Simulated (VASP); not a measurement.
# Al2Cu (P4/mmm) in VASP: notebook, part 2 of 2

VASP 6.6.1.

### 3 Single point, PBEsol

INCAR reads:

```
SYSTEM = Al2Cu
ALGO     = Normal         ! electronic algorithm
EDIFF    = 1E-7           ! SCF threshold, eV
ENCUT    = 520            ! plane-wave cutoff, eV
GGA      = PS             ! functional
ISIF     = 2              ! what is computed and relaxed
ISMEAR   = 1              ! smearing method
LASPH    = .True.         ! aspherical terms in the spheres
LCHARG   = .False.        ! write CHGCAR
LREAL    = .False.        ! projectors in reciprocal space
LWAVE    = .False.        ! write WAVECAR
NBANDS   = 16             ! bands
NELM     = 80             ! most SCF steps
PREC     = Accurate       ! precision mode
SIGMA    = 0.1            ! smearing width, eV
```

KPOINTS reads:

```
k-points
0
Gamma
  10 10 14
  0 0 0
```

POSCAR reads:

```
Al2Cu
1.0
    4.1051820000      0.0000000000      0.0000000000
    0.0000000000      4.1051820000      0.0000000000
    0.0000000000      0.0000000000      2.8913130000
Al Cu
2 1
Direct
    0.5000000000      0.0000000000      0.5000000000
    0.0000000000      0.5000000000      0.5000000000
    0.0000000000      0.0000000000      0.0000000000
```

Potentials or basis: VASP PAW PBE potentials, release 64 (Al, Cu).

Started as:

```bash
cat potpaw_PBE.64/Al/POTCAR potpaw_PBE.64/Cu/POTCAR > POTCAR
mpirun -np 1 vasp_std > vasp.out
```

OUTCAR:

```text
SYSTEM = Al2Cu
   EDIFF = 1E-7
   ENCUT = 520
   GGA = PS
   ISIF = 2
   ISMEAR = 1
   LASPH = .True.
   LREAL = .False.
   NELM = 80
   PREC = Accurate

 ion  position               nearest neighbor table
   1  0.500  0.000  0.500-   3 2.51   3 2.51   3 2.51   3 2.51   2 2.90   2 2.90   2 2.90   2 2.90

   2  0.000  0.500  0.500-   3 2.51   3 2.51   3 2.51   3 2.51   1 2.90   1 2.90   1 2.90   1 2.90

   3  0.000  0.000  0.000-   1 2.51   2 2.51   1 2.51   2 2.51   2 2.51   2 2.51   1 2.51   1 2.51

  LATTYP: Found a simple tetragonal cell.
 ALAT       =     4.1051820000
 C/A-ratio  =     0.7043081159

  Lattice vectors:

 A1 = (   4.1051820000,   0.0000000000,   0.0000000000)
 A2 = (   0.0000000000,   4.1051820000,   0.0000000000)
 A3 = (   0.0000000000,   0.0000000000,   2.8913130000)

Analysis of symmetry for initial positions (statically):
=====================================================================
 Subroutine PRICEL returns:
 Original cell was already a primitive cell.

 Routine SETGRP: Setting up the symmetry group for a
 simple tetragonal supercell.

 Subroutine GETGRP returns: Found 16 space group operations
 (whereof 16 operations were pure point group operations)
 out of a pool of 16 trial point group operations.

The static configuration has the point symmetry D_4h.

Analysis of symmetry for dynamics (positions and initial velocities):
=====================================================================
 Subroutine PRICEL returns:
 Original cell was already a primitive cell.

 Routine SETGRP: Setting up the symmetry group for a
 simple tetragonal supercell.

 Subroutine GETGRP returns: Found 16 space group operations
 (whereof 16 operations were pure point group operations)
 out of a pool of 16 trial point group operations.

The dynamic configuration has the point symmetry D_4h.
[... 113 lines left out ...]
   NUPDOWN=      -1.0000    fix difference up-down
   EMIN   =  10.00;   EMAX   =-10.00  energy-range for DOS
   EFERMI =   0.00;   METHOD = LEGACY
   ISMEAR =     1;   SIGMA  =   0.10  broadening in eV -4-tet -1-fermi 0-gaus
   EFERMI_NEDOS =   21; number of points for ismear=-14 and -15
   IALGO  =     38    algorithm
   IMIX   =      4    mixing-type and parameters
     AMIX     =   0.40;   BMIX     =  1.00
     AMIX_MAG =   1.60;   BMIX_MAG =  1.00
  volume/ion in A,a.u.               =      16.24       109.61
  Fermi-wavevector in a.u.,A,eV,Ry     =   1.152492  2.177894 18.071765  1.328237
  Thomas-Fermi vector in A             =   2.289142
   LORBIT       =      0    0 simple, 1 ext, 2 COOP (PROOUT), +10 PAW based schemes
   GGA     = PS    functional components
   LHFCALC =     F    Hartree Fock is set to
   AEXX    =    0.0000 exact exchange contribution
   IVDW    =     0    specifies the selected vdW correction
   LEPSILON=     F    determine dielectric tensor
   LRPA    =     F    only Hartree local field effects (RPA)
 non-spin polarized calculation
 Methfessel and Paxton  Order N= 1 SIGMA  =   0.10
  energy-cutoff  :      520.00
  volume of cell :       48.73
 maximum number of plane-waves:      1339
 NGX is ok and might be reduce to    32
   NGX = 15   NGY = 15   NGZ = 11

 number of electron      16.9999979 magnetization

 Free energy of the ion-electron system (eV)
  ---------------------------------------------------
  ext. energy  EPLUGINS =         0.00000000
  ---------------------------------------------------
  free energy    TOTEN  =       -12.55862575 eV

  energy without entropy =      -12.55832010  energy(sigma->0) =      -12.55852387

 E-fermi :   7.0262     XC(G=0): -10.4868

 val. band max:        7.0217800881   @ k =   0.4000   0.2000   0.2143
 cond. band min:       7.0370541275   @ k =   0.5000   0.1000   0.3571
 fundamental gap:      0.0152740395
 Fermi energy:         7.0261545103

 k-point     1 :       0.0000    0.0000    0.0000
  band No.  band energies     occupation
      1      -3.4633      2.00000
      2       1.6594      2.00000
      3       2.1726      2.00000
      4       2.8266      2.00000
      5       3.0131      2.00000
      6       3.0131      2.00000
[... 433 lines left out ...]
      3       2.1428      2.00000
      4       2.7494      2.00000
      5       2.8732      2.00000
      6       2.9377      2.00000
[... 8 lines left out ...]
     15      17.1401      0.00000
     16      17.1721      0.00000

 [... further k-points ...]
[... 5 lines left out ...]
  --------------------------------------------------------------------------------------
  -------------------------------------------------------------------------------------
  Total       -0.5642535     -0.5642535     -0.8403918      0.0000000     -0.0000000      0.0000000
  in kB      -18.5534600    -18.5534600    -27.6332814      0.0000000     -0.0000000      0.0000000
  external PRESSURE =     -21.5800671 kB  Pullay stress =       0.0000000 kB

 VOLUME and BASIS-vectors are now :
 -----------------------------------------------------------------------------
  energy-cutoff  :      520.00
  volume of cell :       48.73
      direct lattice vectors                 reciprocal lattice vectors
     4.105182000  0.000000000  0.000000000     0.243594559  0.000000000  0.000000000
     0.000000000  4.105182000  0.000000000     0.000000000  0.243594559  0.000000000
     0.000000000  0.000000000  2.891313000     0.000000000  0.000000000  0.345863627

 POSITION                                       TOTAL-FORCE (eV/Angst)
 -----------------------------------------------------------------------------------
      2.05259      0.00000      1.44566         0.000000      0.000000      0.000000
      0.00000      2.05259      1.44566         0.000000      0.000000      0.000000
      0.00000      0.00000      0.00000         0.000000      0.000000      0.000000
 -----------------------------------------------------------------------------------
    total drift:                               -0.000000     -0.000000      0.000000

  FREE ENERGIE OF THE ION-ELECTRON SYSTEM (eV)
  ---------------------------------------------------
  free  energy   TOTEN  =       -12.5586257536 eV

  energy  without entropy=      -12.5583201030  energy(sigma->0) =      -12.55852387
```

OSZICAR:

```text
N       E                     dE             d eps       ncg     rms          rms(c)
DAV:   1     0.612046679199E+02    0.61205E+02   -0.69018E+03  5416   0.111E+03
DAV:   2    -0.121349912594E+02   -0.73340E+02   -0.65092E+02  5656   0.202E+02
DAV:   3    -0.148282935522E+02   -0.26933E+01   -0.26280E+01  7424   0.433E+01
DAV:   4    -0.148876870215E+02   -0.59393E-01   -0.59369E-01  6616   0.550E+00
DAV:   5    -0.148906722729E+02   -0.29853E-02   -0.29852E-02  8520   0.138E+00    0.144E+01
DAV:   6    -0.167986626034E+02   -0.19080E+01   -0.37670E+01  6080   0.210E+02    0.118E+01
DAV:   7    -0.127200335230E+02    0.40786E+01   -0.10209E+01  6736   0.825E+01    0.229E+00
DAV:   8    -0.126277319358E+02    0.92302E-01   -0.13979E+00  7920   0.341E+01    0.223E+00
DAV:   9    -0.125580982662E+02    0.69634E-01   -0.26740E-01  6808   0.163E+01    0.243E-01
DAV:  10    -0.125605478285E+02   -0.24496E-02   -0.18944E-02  8368   0.391E+00    0.318E-01
DAV:  11    -0.125589516706E+02    0.15962E-02   -0.98277E-03  7200   0.346E+00    0.128E-01
DAV:  12    -0.125586361981E+02    0.31547E-03   -0.92434E-04  8224   0.915E-01    0.271E-02
DAV:  13    -0.125586268201E+02    0.93780E-05   -0.51124E-05  8736   0.139E-01    0.104E-02
DAV:  14    -0.125586259060E+02    0.91415E-06   -0.78152E-06  7624   0.868E-02    0.474E-03
DAV:  15    -0.125586257420E+02    0.16395E-06   -0.99742E-07  7976   0.220E-02    0.282E-03
DAV:  16    -0.125586257536E+02   -0.11561E-07   -0.67812E-08  4056   0.825E-03
   1 F= -.12558626E+02 E0= -.12558524E+02  d E =-.305651E-03
```

Run time: 88 s. Hardware: 1 thread of Intel Xeon 6975P-C, shared host; peak memory 0.26 GiB.

Results:

```
Free energy : -12.5586 eV
Pressure    : -2.2 GPa
```

Stress tensor (GPa, compression positive):
```
-1.86  0.00  0.00
 0.00 -1.86  0.00
 0.00  0.00 -2.76
```

Levels at points of the mesh, in eV from the Fermi level:
```csv
k point,band 6,band 7,band 8,band 9,band 10,band 11,band 12,band 13
"(0.00, 0.00, 0.00)",-4.01,-2.33,-2.33,-0.06,0.91,5.98,6.19,6.19
"(0.50, 0.00, 0.00)",-4.05,-4.01,-1.02,1.60,1.77,1.94,7.37,8.39
"(0.50, 0.50, 0.00)",-4.15,-4.04,-4.04,-2.39,8.57,8.57,9.29,9.90
"(0.00, 0.00, 0.50)",-4.02,-2.98,2.55,2.56,2.56,2.78,2.78,3.15
"(0.50, 0.00, 0.50)",-4.08,-3.02,-2.45,-1.67,3.69,4.02,4.38,4.97
"(0.50, 0.50, 0.50)",-3.45,-2.22,-2.22,-0.86,-0.86,-0.05,-0.05,2.41
```

Caveat: the PAW data sets were made with another functional, which shifts forces and pressure a little.

### 4 Single point, PBEsol

INCAR reads:

```
PREC = Accurate
ENCUT = 520
EDIFF = 1E-7
ISMEAR = 1
SIGMA = 0.3
LREAL = False
LASPH = True
NELM = 60
ALGO = Normal
ISIF = 2
LWAVE = False
LCHARG = True
GGA = PS
LELF = True
LVHAR = True
NBANDS = 16
```

KPOINTS reads:

```
regular mesh
0
Gamma
  10 10 14
```

POSCAR is that of step 3.

Started as:

```bash
cat potpaw_PBE.64/Al/POTCAR potpaw_PBE.64/Cu/POTCAR > POTCAR
mpirun -np 1 vasp_std > vasp.out
```

It took 77 s on 1 thread of Intel Xeon 6975P-C, shared host; peak memory 0.26 GiB.

Results (log left out):

```
Free energy : -12.5586 eV
Pressure    : -2.2 GPa
```

Stress tensor (GPa, compression positive):
```
-1.83  0.00  0.00
 0.00 -1.83  0.00
 0.00  0.00 -2.87
```

Levels at points of the mesh, in eV from the Fermi level:
```csv
k point,band 7,band 8,band 9,band 10,band 11,band 12
"(0.00, 0.00, 0.00)",-2.33,-2.33,-0.06,0.90,5.97,6.19
"(0.50, 0.00, 0.00)",-4.01,-1.02,1.60,1.77,1.94,7.36
"(0.50, 0.50, 0.00)",-4.04,-4.04,-2.39,8.57,8.57,9.29
"(0.00, 0.00, 0.50)",-2.98,2.55,2.55,2.55,2.78,2.78
"(0.50, 0.00, 0.50)",-3.02,-2.45,-1.68,3.69,4.01,4.38
"(0.50, 0.50, 0.50)",-2.22,-2.22,-0.86,-0.86,-0.05,-0.05
```

Caveat: the PAW data sets were made with another functional, which shifts forces and pressure a little.

### 5 Overview

| smearing | gap on the mesh (eV) | pressure (GPa) |
| --- | --- | --- |
| methfessel-paxton 0.05 eV | none | -2.3 |
| methfessel-paxton 0.1 eV | none | -2.2 |
| methfessel-paxton 0.3 eV | none | -2.2 |

Alike in all rows: task single point; level PBEsol; potentials or basis VASP PAW PBE potentials, release 64 (Al, Cu); no spin polarisation; cell as given; k mesh 10 × 10 × 14; cutoff (eV) 520.

Every run on the cell as given and a fine mesh finds a metal.

Caveats: the PAW data sets were made with another functional, which shifts forces and pressure a little.

Total energies depend on the potentials used, so only differences within one code and one set of settings carry meaning.
